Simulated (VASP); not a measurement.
# Os (I4/mmm) in VASP: single point with r2SCAN

Aim: the single point of Os with r2SCAN.

Program: VASP 6.6.1. These are calculated values, not measurements. Logs are shortened: lines on timing, memory, paths and dates and some standing lists are left out, and cuts for length are marked.

### Step 1. The cell of the first run

It takes space group I4/mmm (No. 139, tetragonal). Conventional cell: a = 2.861 Å, b = 2.861 Å, c = 4.201 Å, α = 90.00°, β = 90.00°, γ = 90.00°. Within 3.8 Å of Os (site symmetry 4/mmm) lie 12 Os at 2.86 to 2.92 Å.

### Step 2. Single point, r2SCAN (strain +0.040 along x and y, +0.080 along z)

POSCAR

```
Os
1.0
    0.0000000000      2.0228000000      2.1006000000
    2.0228000000      0.0000000000      2.1006000000
    2.0228000000      2.0228000000      0.0000000000
Os
1
Direct
    0.0000000000      0.0000000000      0.0000000000
```

INCAR.step1

```
SYSTEM = Os
ALGO     = Normal         ! electronic algorithm
EDIFF    = 1E-4           ! SCF threshold, eV
ENCUT    = 520            ! plane-wave cutoff, eV
GGA      = PE             ! functional
ISMEAR   = 0              ! smearing method
LASPH    = .TRUE.         ! aspherical terms in the spheres
LCHARG   = .FALSE.        ! write CHGCAR
LREAL    = .FALSE.        ! projectors in reciprocal space
LWAVE    = .TRUE.         ! write WAVECAR
NBANDS   = 10             ! bands
NELM     = 80             ! most SCF steps
PREC     = Accurate       ! precision mode
SIGMA    = 0.15           ! smearing width, eV
```

INCAR.step2

```
SYSTEM = Os
ALGO     = Normal         ! electronic algorithm
EDIFF    = 1E-7           ! SCF threshold, eV
ENCUT    = 520            ! plane-wave cutoff, eV
ISIF     = 2              ! what is computed and relaxed
ISMEAR   = 0              ! smearing method
ISTART   = 1            
LASPH    = .TRUE.         ! aspherical terms in the spheres
LCHARG   = .TRUE.         ! write CHGCAR
LELF     = .TRUE.         ! ELF
LMIXTAU  = .TRUE.       
LREAL    = .FALSE.        ! projectors in reciprocal space
LVHAR    = .TRUE.       
LWAVE    = .FALSE.        ! write WAVECAR
METAGGA  = R2SCAN         ! meta-GGA
NBANDS   = 10             ! bands
NELM     = 80             ! most SCF steps
PREC     = Accurate       ! precision mode
SIGMA    = 0.15           ! smearing width, eV
```

KPOINTS

```
k-points
0
G
  20 20 20
  0 0 0
```

Potentials or basis: VASP PAW PBE potentials, release 64 (Os).

On the command line:

```sh
> cat potpaw_PBE.64/Os/POTCAR > POTCAR
> cp INCAR.step1 INCAR
> mpirun -np 1 vasp_std > vasp.out
> cp INCAR.step2 INCAR
> mpirun -np 1 vasp_std > vasp.out
```

OUTCAR:

```text
SYSTEM = Os
   EDIFF = 1E-7
   ENCUT = 520
   ISIF = 2
   ISMEAR = 0
   ISTART = 1
   LASPH = .TRUE.
   LREAL = .FALSE.
   METAGGA = R2SCAN
   NELM = 80
   PREC = Accurate

 ion  position               nearest neighbor table
   1  0.000  0.000  0.000-

  LATTYP: Found a body centered tetragonal cell.
 ALAT       =     2.8606711940
 C/A-ratio  =     1.4686063917

  Lattice vectors:

 A1 = (  -2.0228000000,   0.0000000000,   2.1006000000)
 A2 = (   2.0228000000,   0.0000000000,   2.1006000000)
 A3 = (   0.0000000000,   2.0228000000,  -2.1006000000)

Analysis of symmetry for initial positions (statically):
=====================================================================
 Subroutine PRICEL returns:
 Original cell was already a primitive cell.

 Routine SETGRP: Setting up the symmetry group for a
 body centered tetragonal supercell.

 Subroutine GETGRP returns: Found 16 space group operations
 (whereof 16 operations were pure point group operations)
 out of a pool of 16 trial point group operations.

The static configuration has the point symmetry D_4h.

Analysis of symmetry for dynamics (positions and initial velocities):
=====================================================================
 Subroutine PRICEL returns:
 Original cell was already a primitive cell.

 Routine SETGRP: Setting up the symmetry group for a
 body centered tetragonal supercell.

 Subroutine GETGRP returns: Found 16 space group operations
 (whereof 16 operations were pure point group operations)
 out of a pool of 16 trial point group operations.

The dynamic configuration has the point symmetry D_4h.

 Subroutine INISYM returns: Found 16 space group operations
 (whereof 16 operations are pure point group operations),
 and found     1 'primitive' translations

----------------------------------------------------------------------------------------

                                     Primitive cell

  volume of cell :      17.1901

  direct lattice vectors                    reciprocal lattice vectors
     0.000000000  2.022800000  2.100600000    -0.247182124  0.247182124  0.238027230
     2.022800000  0.000000000  2.100600000     0.247182124 -0.247182124  0.238027230
     2.022800000  2.022800000  0.000000000     0.247182124  0.247182124 -0.238027230

  length of vectors
     2.916203045  2.916203045  2.860671194     0.422912482  0.422912482  0.422912482

  position of ions in fractional coordinates (direct lattice)
     0.000000000  0.000000000  0.000000000

  ion indices of the primitive-cell ions
   primitive index   ion index
                 1           1

----------------------------------------------------------------------------------------

 KPOINTS: k-points

Automatic generation of k-mesh.
 Grid dimensions read from file:
 generate k-points for:   20   20   20

 Generating k-lattice:

  Cartesian coordinates                     Fractional coordinates (reciprocal lattice)
    -0.012359106  0.012359106  0.011901362     0.050000000  0.000000000  0.000000000
     0.012359106 -0.012359106  0.011901362     0.000000000  0.050000000  0.000000000
     0.012359106  0.012359106 -0.011901362     0.000000000  0.000000000  0.050000000

  Length of vectors
     0.021145624  0.021145624  0.021145624

  Shift w.r.t. Gamma in fractional coordinates (k-lattice)
     0.000000000  0.000000000  0.000000000

 Subroutine IBZKPT returns following result:
 ===========================================

 Found    641 irreducible k-points:

 Following reciprocal coordinates:
            Coordinates               Weight
  0.000000  0.000000  0.000000      1.000000
  0.050000 -0.000000  0.000000      8.000000
  0.100000 -0.000000  0.000000      8.000000
  0.150000 -0.000000  0.000000      8.000000
  0.200000 -0.000000  0.000000      8.000000
  0.250000  0.000000  0.000000      8.000000
[... 16 lines left out ...]
 -0.400000  0.050000  0.000000      8.000000
 -0.350000  0.050000  0.000000      8.000000
 [... further k-points ...]
   k-points           NKPTS =    641   k-points in BZ     NKDIM =    641   number of bands    NBANDS=     10
   number of dos      NEDOS =    301   number of ions     NIONS =      1
   total plane-waves  NPLWV =  13824
   dimension x,y,z NGX =    24 NGY =   24 NGZ =   24
   dimension x,y,z NGXF=    48 NGYF=   48 NGZF=   48
   ions per type =               1
   NGX,Y,Z   is equivalent  to a cutoff of  13.68, 13.68, 13.95 a.u.
   NGXF,Y,Z  is equivalent  to a cutoff of  27.36, 27.36, 27.89 a.u.
 SYSTEM =  Os
   PREC   = accura    normal or accurate (medium, high low for compatibility)
   ISTART =      1    job   : 0-new  1-cont  2-samecut
   ICHARG =      0    charge: 1-file 2-atom 10-const
   ISPIN  =      1    spin polarized calculation?
   LNONCOLLINEAR =      F non collinear calculations
   LSORBIT =      F    spin-orbit coupling
   LASPH  =      T    aspherical Exc in radial PAW
   ENCUT  =  520.0 eV  38.22 Ry    6.18 a.u.   5.42  5.42  5.32*2*pi/ulx,y,z
   NELM   =     80;   NELMIN=  2; NELMDL=  0     # of ELM steps
   EDIFF  = 0.1E-06   stopping-criterion for ELM
   LREAL  =      F    real-space projection
   EDIFFG = 0.1E-05   stopping-criterion for IOM
   NSW    =      0    number of steps for IOM
   IBRION =     -1    ionic relax: 0-MD 1-quasi-New 2-CG
   NFREE  =      0    steps in history (QN), initial steepest desc. (CG)
   ISIF   =      2    stress and relaxation
   ISYM   =      2    0-nonsym 1-usesym 2-fastsym
   POTIM  = 0.5000    time-step for ionic-motion
   TEBEG  =    0.0;   TEEND  =   0.0 temperature during run
   PSTRESS=    0.0 pullay stress
   NELECT =       8.0000    total number of electrons
   NUPDOWN=      -1.0000    fix difference up-down
   EMIN   =  10.00;   EMAX   =-10.00  energy-range for DOS
   EFERMI =   0.00;   METHOD = LEGACY
   ISMEAR =     0;   SIGMA  =   0.15  broadening in eV -4-tet -1-fermi 0-gaus
   EFERMI_NEDOS =   21; number of points for ismear=-14 and -15
   IALGO  =     38    algorithm
   IMIX   =      4    mixing-type and parameters
     AMIX     =   0.40;   BMIX     =  1.00
     AMIX_MAG =   1.60;   BMIX_MAG =  1.00
  volume/ion in A,a.u.               =      17.19       116.00
  Fermi-wavevector in a.u.,A,eV,Ry     =   1.268660  2.397419 21.898535  1.609497
  Thomas-Fermi vector in A             =   2.401742
   LORBIT       =      0    0 simple, 1 ext, 2 COOP (PROOUT), +10 PAW based schemes
   METAGGA = R2SCAN    functional components
   LHFCALC =     F    Hartree Fock is set to
   AEXX    =    0.0000 exact exchange contribution
   IVDW    =     0    specifies the selected vdW correction
   LEPSILON=     F    determine dielectric tensor
   LRPA    =     F    only Hartree local field effects (RPA)
 non-spin polarized calculation
 Gauss-broadening in eV      SIGMA  =   0.15
  energy-cutoff  :      520.00
  volume of cell :       17.19
 maximum number of plane-waves:       481
 NGX is ok and might be reduce to    24
   NGX = 11   NGY = 11   NGZ = 11

 number of electron       8.0000001 magnetization

 Free energy of the ion-electron system (eV)
  ---------------------------------------------------
  ext. energy  EPLUGINS =         0.00000000
  ---------------------------------------------------
  free energy    TOTEN  =       -52.23913652 eV

  energy without entropy =      -52.22614220  energy(sigma->0) =      -52.23263936

 E-fermi :   6.3195     XC(G=0): -14.0495

 val. band max:        6.3180316830   @ k =   0.3000   0.2500   0.0000
 cond. band min:       6.3220502969   @ k =  -0.2000   0.3500   0.2000
 fundamental gap:      0.0040186138
 Fermi energy:         6.3194747832

 k-point     1 :       0.0000    0.0000    0.0000
  band No.  band energies     occupation
      1      -3.1689      2.00000
      2       3.7062      2.00000
      3       4.1763      2.00000
      4       4.1763      2.00000
      5       5.9765      1.99878
      6       6.5466      0.03224
      7      21.2794      0.00000
      8      25.5676      0.00000
      9      26.5214      0.00000
     10      26.5214      0.00000

 k-point     2 :       0.0500   -0.0000    0.0000
  band No.  band energies     occupation
      1      -3.0699      2.00000
      2       3.7187      2.00000
      3       4.1514      2.00000
      4       4.2187      2.00000
      5       5.9567      1.99938
      6       6.5140      0.06663
      7      21.4464      0.00000
      8      25.4030      0.00000
      9      26.2605      0.00000
     10      26.6805      0.00000

 k-point     3 :       0.1000   -0.0000    0.0000
  band No.  band energies     occupation
      1      -2.7794      2.00000
      2       3.7018      2.00000
      3       4.1323      2.00000
      4       4.3345      2.00000
      5       5.9173      1.99985
      6       6.4326      0.28599
      7      21.9114      0.00000
      8      24.3932      0.00000
      9      26.5017      0.00000
     10      27.1434      0.00000

 k-point     4 :       0.1500   -0.0000    0.0000
  band No.  band energies     occupation
      1      -2.3196      2.00000
      2       3.5865      2.00000
      3       4.1843      2.00000
      4       4.4851      2.00000
      5       5.9202      1.99983
      6       6.3538      0.74631
      7      22.5509      0.00000
      8      23.0421      0.00000
      9      27.1816      0.00000
     10      27.8642      0.00000

 k-point     5 :       0.2000   -0.0000    0.0000
  band No.  band energies     occupation
      1      -1.7354      2.00000
      2       3.4547      2.00000
      3       4.2203      2.00000
      4       4.5981      2.00000
      5       6.0545      1.98750
      6       6.3635      0.67829
      7      21.6108      0.00000
      8      23.0925      0.00000
      9      28.0716      0.00000
     10      28.7400      0.00000

 k-point     6 :       0.2500    0.0000    0.0000
  band No.  band energies     occupation
      1      -1.1084      2.00000
      2       3.4378      2.00000
      3       4.1664      2.00000
      4       4.6027      2.00000
      5       6.3671      0.65347
      6       6.5388      0.03869
      7      20.0988      0.00000
      8      23.1125      0.00000
      9      28.8744      0.00000
     10      29.4179      0.00000
[... 183 lines left out ...]
 k-point    21 :       0.5000    0.0500    0.0000
  band No.  band energies     occupation
      1       0.1131      2.00000
      2       3.5990      2.00000
      3       4.1969      2.00000
      4       5.8995      1.99992
      5       7.9943      0.00000
      6       8.5212      0.00000
      7      13.3748      0.00000
      8      20.9382      0.00000
      9      25.0947      0.00000
     10      25.7952      0.00000

 k-point    22 :      -0.4500    0.0500    0.0000
  band No.  band energies     occupation
      1       0.1122      2.00000
      2       3.6252      2.00000
      3       4.1932      2.00000
      4       5.7936      2.00000
      5       7.8675      0.00000
      6       8.5857      0.00000
      7      13.5285      0.00000
      8      20.9732      0.00000
      9      24.9225      0.00000
     10      26.1191      0.00000

 k-point    23 :      -0.4000    0.0500    0.0000
  band No.  band energies     occupation
      1       0.0800      2.00000
      2       3.7058      2.00000
      3       4.2498      2.00000
      4       5.1566      2.00000
      5       7.5725      0.00000
      6       8.3274      0.00000
      7      14.6129      0.00000
      8      21.2363      0.00000
      9      25.2248      0.00000
     10      26.8815      0.00000

 k-point    24 :      -0.3500    0.0500    0.0000
  band No.  band energies     occupation
      1      -0.0352      2.00000
      2       3.8210      2.00000
      3       4.3593      2.00000
      4       4.3670      2.00000
      5       7.1663      0.00000
      6       7.8914      0.00000
      7      16.1737      0.00000
      8      21.7206      0.00000
      9      25.9267      0.00000
     10      28.0300      0.00000

 [... further k-points ...]

------------------------ aborting loop because EDIFF is reached ----------------------------------------

  FORCE on cell =-STRESS in cart. coord.  units (eV):
  Direction    XX          YY          ZZ          XY          YZ          ZX
  --------------------------------------------------------------------------------------
  -------------------------------------------------------------------------------------
  Total       -5.2721899     -5.2721899     -6.0690068      0.0000000      0.0000000     -0.0000000
  in kB     -491.3855501   -491.3855501   -565.6515192      0.0000000      0.0000000     -0.0000000
  external PRESSURE =    -516.1408731 kB  Pullay stress =       0.0000000 kB

 VOLUME and BASIS-vectors are now :
 -----------------------------------------------------------------------------
  energy-cutoff  :      520.00
  volume of cell :       17.19
      direct lattice vectors                 reciprocal lattice vectors
     0.000000000  2.022800000  2.100600000    -0.247182124  0.247182124  0.238027230
     2.022800000  0.000000000  2.100600000     0.247182124 -0.247182124  0.238027230
     2.022800000  2.022800000  0.000000000     0.247182124  0.247182124 -0.238027230

 POSITION                                       TOTAL-FORCE (eV/Angst)
 -----------------------------------------------------------------------------------
      0.00000      0.00000      0.00000         0.000000     -0.000000      0.000000
 -----------------------------------------------------------------------------------
    total drift:                               -0.000000      0.000000      0.000000

  FREE ENERGIE OF THE ION-ELECTRON SYSTEM (eV)
  ---------------------------------------------------
  free  energy   TOTEN  =       -52.2391365185 eV

  energy  without entropy=      -52.2261421978  energy(sigma->0) =      -52.23263936
```

Run time: 2.4 min. Hardware: 1 thread of Intel Xeon 6975P-C (Granite Rapids), shared host; peak memory 0.24 GiB.

What came out:

```
Free energy            : -52.2391 eV
Pressure               : -51.6 GPa
Band gap on the k mesh : zero (band 4 reaches 8.41 eV, above the bottom of band 5 at 5.13 eV)
```

Levels at points of the mesh, in eV from the Fermi level:
```
           k point  band 1  band 2  band 3  band 4  band 5  band 6  band 7  band 8
(0.00, 0.00, 0.00)   -9.49   -2.61   -2.14   -2.14   -0.34    0.23   14.96   19.25
(0.50, 0.00, 0.00)   -6.29   -2.65   -2.19   -0.06    1.67    1.88    7.03   14.48
(0.50, 0.50, 0.00)   -5.99   -5.35    1.60    1.73    2.27    2.27    9.18   12.01
(0.50, 0.00, 0.50)   -5.91   -5.35    1.66    2.09    2.31    2.50   10.09   11.21
```

Caveat: the cell differs from its parent crystal (strain +0.040 along x and y, +0.080 along z); the PAW data sets were made with another functional, which shifts forces and pressure a little; spin-orbit coupling is left out, which moves the levels of the heavy elements.
